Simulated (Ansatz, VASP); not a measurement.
## One calculation of HfN, two programs

INCAR

```
SYSTEM = HfN
PREC = Accurate
ENCUT = 520
EDIFF = 1E-6
ISMEAR = 0
SIGMA = 0.15
LREAL = .False.
LASPH = .True.
NELM = 100
ALGO = Normal
ISIF = 2
LWAVE = .False.
LCHARG = .True.
GGA = PS
LELF = .True.
LVHAR = .True.
NBANDS = 23
```

File KPOINTS:

```
regular mesh
0
Gamma
  14 14 10
  0 0 0
```

File POSCAR:

```
HfN
1.0
    0.0000000000     -2.2508000098     -2.2508000098
    0.0000000000      2.2508000098     -2.2508000098
    4.5016000196      0.0000000000      0.0000000000
Hf N
2 2
Direct
    0.5006374730      0.4993625270      0.5000000000
   -0.0006374730      0.0006374730      0.0000000000
    0.5148835969      0.4851164031      0.0000000000
   -0.0148835969      0.0148835969      0.5000000000
```

Input for Ansatz:

```yaml
crystal:
  lattice:
    - [0.0, -2.2508000098, -2.2508000098]
    - [0.0, 2.2508000098, -2.2508000098]
    - [4.5016000196, 0.0, 0.0]
  atoms:
    - { symbol: Hf, position: [0.500637473, 0.499362527, 0.5] }
    - { symbol: Hf, position: [-0.000637473, 0.000637473, 0.0] }
    - { symbol: "N", position: [0.5148835969, 0.4851164031, 0.0] }
    - { symbol: "N", position: [-0.0148835969, 0.0148835969, 0.5] }
basis:
  ecutwfc: 520.0
kpoints:
  mp_grid: { grid: [14, 14, 10] }
hamiltonian:
  xc: pbesol
  pseudopotentials: { kind: paw, azcp: { folder: soft_1 } }
scf:
  occupations: { method: gaussian, width: 0.15 }
output:
  forces: true
  stress: true
  eigenvalues: true
```

Change from the starting cell: mode 4 frozen in at +0.000 Å and mode 11 at -0.067 Å (largest displacements).

Alike in both runs: task single point; functional PBEsol; k mesh 14 × 14 × 10; occupations gaussian, width 0.15 eV; no spin polarisation.

```csv
,VASP,Ansatz
version,VASP 6.6.1,Ansatz 0.2.0
potentials or method,"VASP PAW PBE potentials, release 64 (Hf_pv, N), cutoff 520 eV","scalar-relativistic, plane waves, PAW"
valence electrons in the cell,30,62
```

VASP gave:

```
gap on the k mesh at the Fermi level (eV)                     : none
pressure (GPa)                                                : -1.5
traceless stress, the component that is largest in VASP (GPa) : 1.44
rms of the force components (eV/Å)                            : 0.420
```

**Question.** Estimate Ansatz's values.

**Answer.** gap on the k mesh at the Fermi level (eV): none; pressure (GPa): 0.6; traceless stress, the component that is largest in VASP (GPa): 1.45; rms of the force components (eV/Å): 0.423.

VASP's potentials were made for PBE, not for PBEsol, and Ansatz warns of the same on its side. Atom by atom the forces differ by 0.005 eV/Å (rms over components). A gap of «none» marks a metal or a gap that the smearing closes. The functional is the same, so the differences come from potentials, cutoffs and numerics. VASP's potentials hold 30 valence electrons a cell and Ansatz's 62, so a difference there can come from the potentials and not from the codes.

Neither program's run includes spin-orbit coupling.
